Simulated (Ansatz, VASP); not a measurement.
# Two plane-wave programs on C

```
CELL_PARAMETERS angstrom
1.19014 -2.17441 0.00000
1.19014 2.17441 0.00000
0.00000 0.00000 8.86340
ATOMIC_POSITIONS crystal
C 0.08333 0.91667 0.75030
C 0.58333 0.41667 0.24970
C 0.91667 0.08333 0.24970
C 0.41667 0.58333 0.75030
```

Change from the starting cell: volume 11.469 Å^3 an atom, stretch along a over the lengths across it, relative to the relaxed cell 0.9480.

Alike in both runs: task single point; functional PBE; k mesh 21 × 21 × 6; occupations gaussian, width 0.15 eV; no spin polarisation.

```csv
,VASP,Ansatz
version,VASP 6.6.1,Ansatz 0.2.0
potentials or method,"VASP PAW PBE potentials, release 64 (C), cutoff 520 eV","scalar-relativistic, plane waves, PAW"
valence electrons in the cell,16,16
```

```csv
,VASP,Ansatz,Ansatz less VASP
gap on the k mesh at the Fermi level (eV),0.57,0.57,-0.002
least direct gap on the mesh (eV),0.57,0.57,-0.002
pressure (GPa),6.6,6.3,-0.34
"traceless stress, the component that is largest in VASP (GPa)",22.42,22.16,-0.257
rms of the force components (eV/Å),0.368,0.362,-0.0057
```

Atom by atom the forces differ by 0.006 eV/Å (rms over components).
